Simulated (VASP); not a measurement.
# Ag (Fm-3m) in VASP: further runs

The runs below take Ag through single point, with PBE.

Program: VASP 6.6.1. These are calculated values, not measurements. Logs are shortened: lines on timing, memory, paths and dates and some standing lists are left out, and cuts for length are marked.

## Step 1: The cell of the first run

It takes space group Fm-3m (No. 225, cubic). Conventional cell: a = 4.147 Å, b = 4.147 Å, c = 4.147 Å, α = 90.00°, β = 90.00°, γ = 90.00°. Within 3.9 Å of Ag (site symmetry m-3m) lie 12 Ag at 2.93 Å.

## Step 2: Single point, PBE

INCAR

```
  PREC = Accurate
  ENCUT = 520
  EDIFF = 1E-7
  ISMEAR = 0
  SIGMA = 0.3
  LREAL = F
  LASPH = T
  NELM = 80
  ALGO = Normal
  ISIF = 2
  LWAVE = F
  LCHARG = F
  GGA = PE
  NBANDS = 12
```

KPOINTS

```
regular mesh
0
Gamma
  13 13 13
```

POSCAR

```
Ag
1.0
    0.0000000000      2.0734381516      2.0734381516
    2.0734381516      0.0000000000      2.0734381516
    2.0734381516      2.0734381516      0.0000000000
Ag
1
Direct
    0.0000000000      0.0000000000      0.0000000000
```

Potentials or basis: VASP PAW PBE potentials, release 64 (Ag).

On the command line:

```console
$ cat potpaw_PBE.64/Ag/POTCAR > POTCAR
$ mpirun -np 1 vasp_std > vasp.out
```

OUTCAR:

```text
PREC = Accurate
   ENCUT = 520
   EDIFF = 1E-7
   ISMEAR = 0
   LREAL = F
   LASPH = T
   NELM = 80
   ISIF = 2
   GGA = PE

 ion  position               nearest neighbor table
   1  0.000  0.000  0.000-

  LATTYP: Found a face centered cubic cell.
 ALAT       =     4.1468763032

  Lattice vectors:

 A1 = (   0.0000000000,   2.0734381516,   2.0734381516)
 A2 = (   2.0734381516,   0.0000000000,   2.0734381516)
 A3 = (   2.0734381516,   2.0734381516,   0.0000000000)

Analysis of symmetry for initial positions (statically):
=====================================================================
 Subroutine PRICEL returns:
 Original cell was already a primitive cell.

 Routine SETGRP: Setting up the symmetry group for a
 face centered cubic supercell.

 Subroutine GETGRP returns: Found 48 space group operations
[... 9 lines left out ...]

 Routine SETGRP: Setting up the symmetry group for a
 face centered cubic supercell.

 Subroutine GETGRP returns: Found 48 space group operations
[... 11 lines left out ...]
                                     Primitive cell

  volume of cell :      17.8280

  direct lattice vectors                    reciprocal lattice vectors
     0.000000000  2.073438152  2.073438152    -0.241145365  0.241145365  0.241145365
     2.073438152  0.000000000  2.073438152     0.241145365 -0.241145365  0.241145365
     2.073438152  2.073438152  0.000000000     0.241145365  0.241145365 -0.241145365

  length of vectors
     2.932284355  2.932284355  2.932284355     0.417676024  0.417676024  0.417676024

  position of ions in fractional coordinates (direct lattice)
     0.000000000  0.000000000  0.000000000

  ion indices of the primitive-cell ions
   primitive index   ion index
                 1           1

----------------------------------------------------------------------------------------

 KPOINTS: regular mesh

Automatic generation of k-mesh.
 Grid dimensions read from file:
 generate k-points for:   13   13   13

 Generating k-lattice:

  Cartesian coordinates                     Fractional coordinates (reciprocal lattice)
    -0.018549643  0.018549643  0.018549643     0.076923077  0.000000000  0.000000000
     0.018549643 -0.018549643  0.018549643     0.000000000  0.076923077  0.000000000
     0.018549643  0.018549643 -0.018549643     0.000000000  0.000000000  0.076923077

  Length of vectors
     0.032128925  0.032128925  0.032128925
[... 57 lines left out ...]
   NSW    =      0    number of steps for IOM
   IBRION =     -1    ionic relax: 0-MD 1-quasi-New 2-CG
   NFREE  =      0    steps in history (QN), initial steepest desc. (CG)
   ISIF   =      2    stress and relaxation
   ISYM   =      2    0-nonsym 1-usesym 2-fastsym
   POTIM  = 0.5000    time-step for ionic-motion
   TEBEG  =    0.0;   TEEND  =   0.0 temperature during run
   PSTRESS=    0.0 pullay stress
   NELECT =      11.0000    total number of electrons
   NUPDOWN=      -1.0000    fix difference up-down
   EMIN   =  10.00;   EMAX   =-10.00  energy-range for DOS
   EFERMI =   0.00;   METHOD = LEGACY
   ISMEAR =     0;   SIGMA  =   0.30  broadening in eV -4-tet -1-fermi 0-gaus
   EFERMI_NEDOS =   21; number of points for ismear=-14 and -15
   IALGO  =     38    algorithm
   IMIX   =      4    mixing-type and parameters
     AMIX     =   0.40;   BMIX     =  1.00
     AMIX_MAG =   1.60;   BMIX_MAG =  1.00
  volume/ion in A,a.u.               =      17.83       120.31
  Fermi-wavevector in a.u.,A,eV,Ry     =   1.393706  2.633723 26.428197  1.942418
  Thomas-Fermi vector in A             =   2.517327
   LORBIT       =      0    0 simple, 1 ext, 2 COOP (PROOUT), +10 PAW based schemes
   GGA     = PE    functional components
   LHFCALC =     F    Hartree Fock is set to
   AEXX    =    0.0000 exact exchange contribution
   IVDW    =     0    specifies the selected vdW correction
   LEPSILON=     F    determine dielectric tensor
   LRPA    =     F    only Hartree local field effects (RPA)
 non-spin polarized calculation
 Gauss-broadening in eV      SIGMA  =   0.30
  energy-cutoff  :      520.00
  volume of cell :       17.83
 maximum number of plane-waves:       531
 NGX is ok and might be reduce to    24
   NGX = 11   NGY = 11   NGZ = 11

 number of electron      11.0000000 magnetization

 Free energy of the ion-electron system (eV)
  ---------------------------------------------------
  ext. energy  EPLUGINS =         0.00000000
  ---------------------------------------------------
  free energy    TOTEN  =        -2.72321583 eV

  energy without entropy =       -2.70924789  energy(sigma->0) =       -2.71623186

 E-fermi :   7.9574     XC(G=0): -11.9459

 val. band max:        7.7655630440   @ k =   0.4615   0.2308   0.0000
 cond. band min:       7.9585411049   @ k =  -0.4615   0.0769   0.0000
 fundamental gap:      0.1929780609
 Fermi energy:         7.9573679050

 k-point     1 :       0.0000    0.0000    0.0000
  band No.  band energies     occupation
      1       0.3796      2.00000
      2       3.1727      2.00000
      3       3.1727      2.00000
      4       3.1727      2.00000
      5       4.1272      2.00000
      6       4.1272      2.00000
      7      23.7463      0.00000
      8      27.0608      0.00000
      9      27.0608      0.00000
     10      27.0608      0.00000
     11      31.7632      0.00000
     12      32.6248      0.00000
[... 331 lines left out ...]
 k-point    24 :       0.4615    0.1538    0.0000
  band No.  band energies     occupation
      1       2.0505      2.00000
      2       2.9983      2.00000
      3       3.5164      2.00000
      4       3.7528      2.00000
      5       4.8838      2.00000
      6       7.4767      1.97654
      7      13.2802      0.00000
      8      21.7968      0.00000
      9      22.8590      0.00000
     10      24.0285      0.00000
     11      32.1653      0.00000
     12      32.1796      0.00000

 [... further k-points ...]

------------------------ aborting loop because EDIFF is reached ----------------------------------------

  FORCE on cell =-STRESS in cart. coord.  units (eV):
  Direction    XX          YY          ZZ          XY          YZ          ZX
  --------------------------------------------------------------------------------------
  -------------------------------------------------------------------------------------
  Total       -0.0086510     -0.0086510     -0.0086510      0.0000000     -0.0000000      0.0000000
  in kB       -0.7774562     -0.7774562     -0.7774562      0.0000000     -0.0000000      0.0000000
  external PRESSURE =      -0.7774562 kB  Pullay stress =       0.0000000 kB

 VOLUME and BASIS-vectors are now :
 -----------------------------------------------------------------------------
  energy-cutoff  :      520.00
  volume of cell :       17.83
      direct lattice vectors                 reciprocal lattice vectors
     0.000000000  2.073438152  2.073438152    -0.241145365  0.241145365  0.241145365
     2.073438152  0.000000000  2.073438152     0.241145365 -0.241145365  0.241145365
     2.073438152  2.073438152  0.000000000     0.241145365  0.241145365 -0.241145365

 POSITION                                       TOTAL-FORCE (eV/Angst)
 -----------------------------------------------------------------------------------
      0.00000      0.00000      0.00000        -0.000000     -0.000000      0.000000
 -----------------------------------------------------------------------------------
    total drift:                               -0.000000      0.000000     -0.000000

  FREE ENERGIE OF THE ION-ELECTRON SYSTEM (eV)
  ---------------------------------------------------
  free  energy   TOTEN  =        -2.7232158269 eV

  energy  without entropy=       -2.7092478914  energy(sigma->0) =       -2.71623186
```

stdout:

```text
POSCAR found type information on POSCAR Ag
 POSCAR found :  1 types and       1 ions
 scaLAPACK will be used
 LDA part: xc-table for (Slater+PW92), standard interpolation
 POSCAR, INCAR and KPOINTS ok, starting setup
 FFT: planning ... GRIDC
 FFT: planning ... GRID_SOFT
 FFT: planning ... GRID
 WAVECAR not read
 entering main loop
```

Wall time 6.7 s (1 thread of Intel Xeon 6975P-C (Granite Rapids), shared host); peak memory 0.14 GiB.

Results:

```yaml
Free_energy: -2.7232 eV
Pressure: -0.1 GPa
```

## Step 3: Single point, PBE

INCAR

```
SYSTEM = Ag
ALGO = Normal
EDIFF = 1E-7
ENCUT = 520
GGA = PE
ISIF = 2
ISMEAR = 0
LASPH = .TRUE.
LCHARG = .FALSE.
LREAL = .FALSE.
LWAVE = .FALSE.
NBANDS = 12
NELM = 80
PREC = Accurate
SIGMA = 0.6
```

KPOINTS

```
k-points
0
G
  13 13 13
  0 0 0
```

POSCAR is that of step 2.

Potentials or basis: VASP PAW PBE potentials, release 64 (Ag).

On the command line:

```console
$ cat potpaw_PBE.64/Ag/POTCAR > POTCAR
$ mpirun -np 1 vasp_std > vasp.out
```

It took 6.4 s on 1 thread of Intel Xeon 6975P-C (Granite Rapids), shared host; peak memory 0.14 GiB.

Results (log left out):

| Item | Value |
| --- | --- |
| Free energy | -2.7422 eV |
| Pressure | 0.0 GPa |

Levels at points of the mesh, in eV from the Fermi level:
```csv
k point,band 3,band 4,band 5,band 6,band 7,band 8,band 9,band 10
"(0.00, 0.00, 0.00)",-4.71,-4.71,-3.76,-3.76,15.86,19.17,19.17,19.17
```
